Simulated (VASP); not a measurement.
# BaS (Fm-3m) in VASP: a series of runs, part 2 of 3

VASP 6.6.1. Earlier steps stand in the parts before.

## 3. Single point, PBEsol

This run uses another cell than the first one, of 32.90 Å³/atom, 1.037 times its volume.

The input, INCAR:

```
  PREC = Accurate
  ENCUT = 520
  EDIFF = 1E-6
  ISMEAR = 0
  SIGMA = 0.05
  LREAL = False
  LASPH = True
  NELM = 80
  ALGO = Normal
  ISIF = 2
  LWAVE = False
  LCHARG = False
  GGA = PS
  NBANDS = 15
```

The input, KPOINTS:

```
regular mesh
0
Gamma
  10 10 10
```

The input, POSCAR:

```
BaS
1.0
    0.0000000000      3.2043613708      3.2043613708
    3.2043613708      0.0000000000      3.2043613708
    3.2043613708      3.2043613708      0.0000000000
Ba S
1 1
Direct
    0.5000000000      0.5000000000      0.5000000000
    0.0000000000      0.0000000000      0.0000000000
```

Potentials or basis: VASP PAW PBE potentials, release 64 (Ba_sv, S).

Started as:

```console
$ cat potpaw_PBE.64/Ba_sv/POTCAR potpaw_PBE.64/S/POTCAR > POTCAR
$ mpirun -np 1 vasp_std > vasp.out
```

OUTCAR:

```text
PREC = Accurate
   ENCUT = 520
   EDIFF = 1E-6
   ISMEAR = 0
   LREAL = False
   LASPH = True
   NELM = 80
   ISIF = 2
   GGA = PS

 ion  position               nearest neighbor table
   1  0.500  0.500  0.500-   2 3.20   2 3.20   2 3.20   2 3.20   2 3.20   2 3.20
   2  0.000  0.000  0.000-   1 3.20   1 3.20   1 3.20   1 3.20   1 3.20   1 3.20

  LATTYP: Found a face centered cubic cell.
 ALAT       =     6.4087227416

  Lattice vectors:

 A1 = (   0.0000000000,   3.2043613708,   3.2043613708)
 A2 = (   3.2043613708,   0.0000000000,   3.2043613708)
 A3 = (   3.2043613708,   3.2043613708,   0.0000000000)

Analysis of symmetry for initial positions (statically):
=====================================================================
 Subroutine PRICEL returns:
 Original cell was already a primitive cell.

 Routine SETGRP: Setting up the symmetry group for a
 face centered cubic supercell.

 Subroutine GETGRP returns: Found 48 space group operations
 (whereof 48 operations were pure point group operations)
 out of a pool of 48 trial point group operations.

The static configuration has the point symmetry O_h .

Analysis of symmetry for dynamics (positions and initial velocities):
=====================================================================
 Subroutine PRICEL returns:
 Original cell was already a primitive cell.

 Routine SETGRP: Setting up the symmetry group for a
 face centered cubic supercell.

 Subroutine GETGRP returns: Found 48 space group operations
 (whereof 48 operations were pure point group operations)
 out of a pool of 48 trial point group operations.

The dynamic configuration has the point symmetry O_h .

 Subroutine INISYM returns: Found 48 space group operations
 (whereof 48 operations are pure point group operations),
 and found     1 'primitive' translations

----------------------------------------------------------------------------------------

                                     Primitive cell

  volume of cell :      65.8043

  direct lattice vectors                    reciprocal lattice vectors
     0.000000000  3.204361371  3.204361371    -0.156037332  0.156037332  0.156037332
     3.204361371  0.000000000  3.204361371     0.156037332 -0.156037332  0.156037332
     3.204361371  3.204361371  0.000000000     0.156037332  0.156037332 -0.156037332

  length of vectors
     4.531651309  4.531651309  4.531651309     0.270264587  0.270264587  0.270264587

  position of ions in fractional coordinates (direct lattice)
     0.500000000  0.500000000  0.500000000
     0.000000000  0.000000000  0.000000000

  ion indices of the primitive-cell ions
   primitive index   ion index
                 1           1
                 2           2

----------------------------------------------------------------------------------------

 KPOINTS: regular mesh

Automatic generation of k-mesh.
 Grid dimensions read from file:
 generate k-points for:   10   10   10

 Generating k-lattice:

  Cartesian coordinates                     Fractional coordinates (reciprocal lattice)
    -0.015603733  0.015603733  0.015603733     0.100000000  0.000000000  0.000000000
     0.015603733 -0.015603733  0.015603733     0.000000000  0.100000000  0.000000000
     0.015603733  0.015603733 -0.015603733     0.000000000  0.000000000  0.100000000

  Length of vectors
     0.027026459  0.027026459  0.027026459

  Shift w.r.t. Gamma in fractional coordinates (k-lattice)
     0.000000000  0.000000000  0.000000000

 Subroutine IBZKPT returns following result:
 ===========================================

 Found     47 irreducible k-points:

 Following reciprocal coordinates:
            Coordinates               Weight
  0.000000  0.000000  0.000000      1.000000
  0.100000  0.000000  0.000000      8.000000
  0.200000  0.000000  0.000000      8.000000
  0.300000  0.000000  0.000000      8.000000
  0.400000  0.000000  0.000000      8.000000
  0.500000  0.000000  0.000000      4.000000
[... 16 lines left out ...]
  0.300000  0.300000  0.000000      6.000000
  0.400000  0.300000  0.000000     24.000000
 [... further k-points ...]
   k-points           NKPTS =     47   k-points in BZ     NKDIM =     47   number of bands    NBANDS=     15
   number of dos      NEDOS =    301   number of ions     NIONS =      2
   total plane-waves  NPLWV =  46656
   dimension x,y,z NGX =    36 NGY =   36 NGZ =   36
   dimension x,y,z NGXF=    72 NGYF=   72 NGZF=   72
   ions per type =               1   1
   NGX,Y,Z   is equivalent  to a cutoff of  13.21, 13.21, 13.21 a.u.
   NGXF,Y,Z  is equivalent  to a cutoff of  26.41, 26.41, 26.41 a.u.
 SYSTEM =  unknown system
   PREC   = accura    normal or accurate (medium, high low for compatibility)
   ISTART =      0    job   : 0-new  1-cont  2-samecut
   ICHARG =      2    charge: 1-file 2-atom 10-const
   ISPIN  =      1    spin polarized calculation?
   LNONCOLLINEAR =      F non collinear calculations
   LSORBIT =      F    spin-orbit coupling
   LASPH  =      T    aspherical Exc in radial PAW
   ENCUT  =  520.0 eV  38.22 Ry    6.18 a.u.   8.43  8.43  8.43*2*pi/ulx,y,z
   NELM   =     80;   NELMIN=  2; NELMDL= -5     # of ELM steps
   EDIFF  = 0.1E-05   stopping-criterion for ELM
   LREAL  =      F    real-space projection
   EDIFFG = 0.1E-04   stopping-criterion for IOM
   NSW    =      0    number of steps for IOM
   IBRION =     -1    ionic relax: 0-MD 1-quasi-New 2-CG
   NFREE  =      0    steps in history (QN), initial steepest desc. (CG)
   ISIF   =      2    stress and relaxation
   ISYM   =      2    0-nonsym 1-usesym 2-fastsym
   POTIM  = 0.5000    time-step for ionic-motion
   TEBEG  =    0.0;   TEEND  =   0.0 temperature during run
   PSTRESS=    0.0 pullay stress
   NELECT =      16.0000    total number of electrons
   NUPDOWN=      -1.0000    fix difference up-down
   EMIN   =  10.00;   EMAX   =-10.00  energy-range for DOS
   EFERMI =   0.00;   METHOD = LEGACY
   ISMEAR =     0;   SIGMA  =   0.05  broadening in eV -4-tet -1-fermi 0-gaus
   EFERMI_NEDOS =   21; number of points for ismear=-14 and -15
   IALGO  =     38    algorithm
   IMIX   =      4    mixing-type and parameters
     AMIX     =   0.40;   BMIX     =  1.00
     AMIX_MAG =   1.60;   BMIX_MAG =  1.00
  volume/ion in A,a.u.               =      32.90       222.03
  Fermi-wavevector in a.u.,A,eV,Ry     =   1.021794  1.930911 14.205339  1.044063
  Thomas-Fermi vector in A             =   2.155438
   LORBIT       =      0    0 simple, 1 ext, 2 COOP (PROOUT), +10 PAW based schemes
   GGA     = PS    functional components
   LHFCALC =     F    Hartree Fock is set to
   AEXX    =    0.0000 exact exchange contribution
   IVDW    =     0    specifies the selected vdW correction
   LEPSILON=     F    determine dielectric tensor
   LRPA    =     F    only Hartree local field effects (RPA)
 non-spin polarized calculation
 Gauss-broadening in eV      SIGMA  =   0.05
  energy-cutoff  :      520.00
  volume of cell :       65.80
 maximum number of plane-waves:      1807
 NGX is ok and might be reduce to    36
   NGX = 17   NGY = 17   NGZ = 17

 number of electron      16.0000002 magnetization

 Free energy of the ion-electron system (eV)
  ---------------------------------------------------
  ext. energy  EPLUGINS =         0.00000000
  ---------------------------------------------------
  free energy    TOTEN  =       -10.71515959 eV

  energy without entropy =      -10.71515959  energy(sigma->0) =      -10.71515959

 E-fermi :   1.5821     XC(G=0):  -8.7815

 val. band max:        1.2904840224   @ k =   0.0000   0.0000   0.0000
 cond. band min:       3.2906980084   @ k =   0.5000   0.5000   0.0000
 fundamental gap:      2.0002139861
 Fermi energy:         1.5821286849

 k-point     1 :       0.0000    0.0000    0.0000
  band No.  band energies     occupation
      1     -24.7758      2.00000
      2      -9.8190      2.00000
      3      -9.8190      2.00000
      4      -9.8190      2.00000
      5      -9.0467      2.00000
      6       1.2905      2.00000
      7       1.2905      2.00000
      8       1.2905      2.00000
      9       4.6519      0.00000
     10       5.0746      0.00000
     11       5.0746      0.00000
     12       5.0746      0.00000
     13       6.0169      0.00000
     14       6.0169      0.00000
     15       9.7877      0.00000
[... 397 lines left out ...]
 k-point    24 :       0.4000    0.3000    0.0000
  band No.  band energies     occupation
      1     -24.7302      2.00000
      2     -10.4665      2.00000
      3      -9.9867      2.00000
      4      -9.9625      2.00000
      5      -8.5445      2.00000
      6       0.1860      2.00000
      7       0.9446      2.00000
      8       1.0132      2.00000
      9       3.7631      0.00000
     10       6.6738      0.00000
     11       7.1187      0.00000
     12       8.0120      0.00000
     13       8.0838      0.00000
     14       9.9070      0.00000
     15      10.2920      0.00000

 [... further k-points ...]
[... 5 lines left out ...]
  --------------------------------------------------------------------------------------
  -------------------------------------------------------------------------------------
  Total       -0.3925619     -0.3925619     -0.3925619      0.0000000      0.0000000      0.0000000
  in kB       -9.5579393     -9.5579393     -9.5579393      0.0000000      0.0000000      0.0000000
  external PRESSURE =      -9.5579393 kB  Pullay stress =       0.0000000 kB

 VOLUME and BASIS-vectors are now :
 -----------------------------------------------------------------------------
  energy-cutoff  :      520.00
  volume of cell :       65.80
      direct lattice vectors                 reciprocal lattice vectors
     0.000000000  3.204361371  3.204361371    -0.156037332  0.156037332  0.156037332
     3.204361371  0.000000000  3.204361371     0.156037332 -0.156037332  0.156037332
     3.204361371  3.204361371  0.000000000     0.156037332  0.156037332 -0.156037332

 POSITION                                       TOTAL-FORCE (eV/Angst)
 -----------------------------------------------------------------------------------
      3.20436      3.20436      3.20436         0.000000      0.000000     -0.000000
      0.00000      0.00000      0.00000        -0.000000     -0.000000      0.000000
 -----------------------------------------------------------------------------------
    total drift:                                0.000000      0.000000      0.000000

  FREE ENERGIE OF THE ION-ELECTRON SYSTEM (eV)
  ---------------------------------------------------
  free  energy   TOTEN  =       -10.7151595860 eV

  energy  without entropy=      -10.7151595860  energy(sigma->0) =      -10.71515959
```

OSZICAR:

```text
N       E                     dE             d eps       ncg     rms          rms(c)
DAV:   1     0.787287184252E+02    0.78729E+02   -0.65608E+03  1410   0.893E+02
DAV:   2    -0.653015169420E+01   -0.85259E+02   -0.77874E+02  2024   0.168E+02
DAV:   3    -0.110116990479E+02   -0.44815E+01   -0.44503E+01  1922   0.413E+01
DAV:   4    -0.111503178773E+02   -0.13862E+00   -0.13859E+00  1918   0.539E+00
DAV:   5    -0.111512586291E+02   -0.94075E-03   -0.94072E-03  1868   0.495E-01    0.452E+00
DAV:   6    -0.107173113807E+02    0.43395E+00   -0.57112E-01  1662   0.458E+00    0.309E+00
DAV:   7    -0.107097399192E+02    0.75715E-02   -0.13845E-01  1742   0.208E+00    0.174E+00
DAV:   8    -0.107154410194E+02   -0.57011E-02   -0.20544E-02  1550   0.920E-01    0.248E-01
DAV:   9    -0.107146923222E+02    0.74870E-03   -0.27929E-03  1851   0.325E-01    0.121E-01
DAV:  10    -0.107151456067E+02   -0.45328E-03   -0.53679E-04  1515   0.153E-01    0.264E-02
DAV:  11    -0.107151586388E+02   -0.13032E-04   -0.39615E-05  1887   0.383E-02    0.882E-03
DAV:  12    -0.107151596480E+02   -0.10092E-05   -0.31081E-06  1542   0.112E-02    0.563E-03
DAV:  13    -0.107151595860E+02    0.61969E-07   -0.20623E-07  1328   0.299E-03
   1 F= -.10715160E+02 E0= -.10715160E+02  d E =-.141795E-18
```

Run time: 38 s. Hardware: 1 thread of Intel Xeon Platinum 8259CL at 2.50GHz (Skylake/Cascade Lake), shared host; peak memory 0.22 GiB.

What came out:

| Quantity | Value |
| --- | --- |
| Free energy | -10.7152 eV |
| Pressure | -1.0 GPa |
| Band gap on the k mesh | 2.00 eV, indirect (least direct gap 2.15 eV) |

Levels at points of the mesh, in eV from the valence-band top:
```
           k point  band 5  band 6  band 7  band 8  band 9  band 10  band 11  band 12
(0.00, 0.00, 0.00)  -10.34    0.00    0.00    0.00    3.36     3.78     3.78     3.78
(0.50, 0.00, 0.00)   -9.11   -1.97   -1.09   -1.09    5.43     5.49     6.23     6.23
(0.50, 0.50, 0.00)  -10.24   -0.55   -0.15   -0.15    2.00     5.86     5.88     7.43
```

Caveat: the PAW data sets were made with another functional, which shifts forces and pressure a little; spin-orbit coupling is left out, which moves the levels of the heavy elements.

(Continued in part 3 of 3.)
